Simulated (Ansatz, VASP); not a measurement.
# One calculation of Ge3Os, two programs

Contents of INCAR:

```
  PREC = Accurate
  ENCUT = 520
  EDIFF = 1E-6
  ISMEAR = 0
  SIGMA = 0.1
  LREAL = F
  LASPH = T
  NELM = 80
  ALGO = Normal
  ISIF = 2
  LWAVE = F
  LCHARG = F
  GGA = PE
  NBANDS = 60
```

KPOINTS

```
Automatic mesh
0
Gamma
  4 4 4
```

POSCAR

```
Ge3Os
1.0
    5.1916833100      0.0000000000      0.0000000000
    0.0000000000      5.1916833100      0.0000000000
    0.0000000000      0.0000000000      5.1916833100
Ge Os
6 2
Direct
    0.2500000000      0.0000000000      0.5000000000
    0.5000000000      0.7500000000      0.0000000000
    0.7500000000      0.0000000000      0.5000000000
    0.5000000000      0.2500000000      0.0000000000
    0.0000000000      0.5000000000      0.7500000000
    0.0000000000      0.5000000000      0.2500000000
    0.0000000000      0.0000000000      0.0000000000
    0.5000000000      0.5000000000      0.5000000000
```

Input for Ansatz:

```yaml
crystal:
  lattice:
    - [5.19168331, 0.0, 0.0]
    - [0.0, 5.19168331, 0.0]
    - [0.0, 0.0, 5.19168331]
  atoms:
    - { symbol: Ge, position: [0.25, 0.0, 0.5] }
    - { symbol: Ge, position: [0.5, 0.75, 0.0] }
    - { symbol: Ge, position: [0.75, 0.0, 0.5] }
    - { symbol: Ge, position: [0.5, 0.25, 0.0] }
    - { symbol: Ge, position: [0.0, 0.5, 0.75] }
    - { symbol: Ge, position: [0.0, 0.5, 0.25] }
    - { symbol: Os, position: [0.0, 0.0, 0.0] }
    - { symbol: Os, position: [0.5, 0.5, 0.5] }
basis:
  ecutwfc: 420
kpoints:
  mp_grid: { grid: [4, 4, 4] }
hamiltonian:
  xc: pbe
scf:
  occupations: { method: gaussian, width: 0.1 }
  lower_state_search: "off"
output:
  forces: true
  stress: true
  eigenvalues: true
```

Change from the starting cell: species swapped into the Nb3Sn type (Pm-3n, No. 223).

Alike in both runs: task single point; functional PBE; k mesh 4 × 4 × 4; occupations gaussian, width 0.1 eV; no spin polarisation.

|  | VASP | Ansatz |
| --- | --- | --- |
| version | VASP 6.6.1 | Ansatz 0.2.0 |
| potentials or method | VASP PAW PBE potentials, release 64 (Ge_d, Os), cutoff 520 eV | scalar-relativistic, plane waves, PAW |
| valence electrons in the cell | 100 | 116 |

|  | VASP | Ansatz | Ansatz less VASP |
| --- | --- | --- | --- |
| gap on the k mesh at the Fermi level (eV) | none | none | - |
| pressure (GPa) | -7.2 | -7.2 | -0.05 |

A gap of «none» marks a metal or a gap that the smearing closes. VASP's potentials hold 100 valence electrons a cell and Ansatz's 116, so a difference there can come from the potentials and not from the codes.

Spin-orbit coupling is off throughout.
